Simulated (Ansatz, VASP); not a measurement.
One calculation of ScSbTe3, two programs

```
Sc Sb Te
1.0
     3.06902   -6.05830    0.00000
     3.06902    6.05830    0.00000
     0.00000    0.00000    5.47852
Sc Sb Te
1 1 3
Direct
  0.50000 0.50000 0.50000
  0.50000 0.50000 0.00000
  0.00000 0.50000 0.00000
  0.50000 0.00000 0.00000
  0.00000 0.00000 0.00000
```

Alike in both runs: functional PBE; k mesh 4 × 4 × 2; occupations gaussian, width 0.1 eV; no spin polarisation.

Ansatz relaxed the structure, and its values are those at the end. VASP's run is a single point on that final structure, the one shown.

|  | VASP | Ansatz |
| --- | --- | --- |
| version | VASP 6.6.1 | Ansatz 0.2.0 |
| potentials or method | VASP PAW PBE potentials, release 64 (Sc_sv, Sb, Te), cutoff 520 eV | scalar-relativistic, plane waves, PAW |
| valence electrons in the cell | 34 | 74 |

|  | VASP | Ansatz | Ansatz less VASP |
| --- | --- | --- | --- |
| gap on the k mesh at the Fermi level (eV) | none | none | - |
| pressure (GPa) | -0.1 | -0.1 | +0.03 |

A gap of «none» marks a metal or a gap that the smearing closes. With one functional, cell and mesh, what is left measures potentials, basis and numerics. VASP's potentials hold 34 valence electrons a cell and Ansatz's 74, so a difference there can come from the potentials and not from the codes.

The k mesh is coarse, so the values compare programs but aren't converged. Neither program's run includes spin-orbit coupling.
